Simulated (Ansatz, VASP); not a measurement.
**One calculation of BN, two programs**

File POSCAR:

```
BN
1.0
    2.5156305077      0.0000000000      0.0000000000
   -1.2578152539      2.1785999262      0.0000000000
    0.0000000000      0.0000000000      4.2268550000
B N
2 2
Direct
    0.6666666667      0.3333333333      0.9997240000
    0.3333333333      0.6666666667      0.4997240000
    0.6666666667      0.3333333333      0.6252760000
    0.3333333333      0.6666666667      0.1252760000
```

The input INCAR.step1:

```
PREC = Accurate
ENCUT = 520
ISMEAR = 0
SIGMA = 0.05
LREAL = False
LASPH = True
NELM = 80
NBANDS = 16
GGA = PE
ALGO = Normal
EDIFF = 1E-4
LWAVE = True
LCHARG = False
```

Contents of INCAR.step2:

```
PREC = Accurate
ENCUT = 520
EDIFF = 1E-7
ISMEAR = 0
SIGMA = 0.05
LREAL = False
LASPH = True
NELM = 80
ALGO = Normal
ISIF = 2
LWAVE = False
LCHARG = False
METAGGA = R2SCAN
LMIXTAU = True
NBANDS = 16
ISTART = 1
```

File KPOINTS:

```
Automatic mesh
0
Gamma
  12 12 6
```

Input for Ansatz:

```yaml
crystal:
  lattice:
    - [2.5156305077, 0.0, 0.0]
    - [-1.2578152539, 2.1785999262, 0.0]
    - [0.0, 0.0, 4.226855]
  atoms:
    - { symbol: B, position: [0.6666666667, 0.3333333333, 0.999724] }
    - { symbol: B, position: [0.3333333333, 0.6666666667, 0.499724] }
    - { symbol: "N", position: [0.6666666667, 0.3333333333, 0.625276] }
    - { symbol: "N", position: [0.3333333333, 0.6666666667, 0.125276] }
basis:
  ecutwfc: 500
kpoints:
  mp_grid: { grid: [12, 12, 6] }
hamiltonian:
  xc: r2scan
scf:
  occupations: { method: gaussian, width: 0.05 }
output:
  forces: true
  stress: true
  eigenvalues: true
  write_density: true
  write_potential: true
  elf: true
  volumetric_format: npy
```

Change from the starting cell: strain -0.0150 x Voigt [1, 1, 0, 0, 0, 0], atoms carried along.

Alike in both runs: task single point; functional r2SCAN; k mesh 12 × 12 × 6; occupations gaussian, width 0.05 eV; no spin polarisation.

```csv
,VASP,Ansatz
version,VASP 6.6.1,Ansatz 0.2.0
potentials or method,"VASP PAW PBE potentials, release 64 (B, N), cutoff 520 eV","scalar-relativistic, plane waves, PAW"
valence electrons in the cell,16,16
```

|  | VASP | Ansatz | Ansatz less VASP |
| --- | --- | --- | --- |
| gap on the k mesh at the Fermi level (eV) | 5.62 | 5.66 | +0.035 |
| least direct gap on the mesh (eV) | 8.88 | 8.90 | +0.023 |
| pressure (GPa) | 8.5 | 7.3 | -1.18 |
| traceless stress, the component that is largest in VASP (GPa) | -10.91 | -10.85 | +0.063 |
| rms of the force components (eV/Å) | 0.003 | 0.001 | -0.0019 |

VASP's potentials were made for PBE, not for r2SCAN. Atom by atom the forces differ by 0.004 eV/Å (rms over components). With one functional, cell and mesh, what is left measures potentials, basis and numerics.
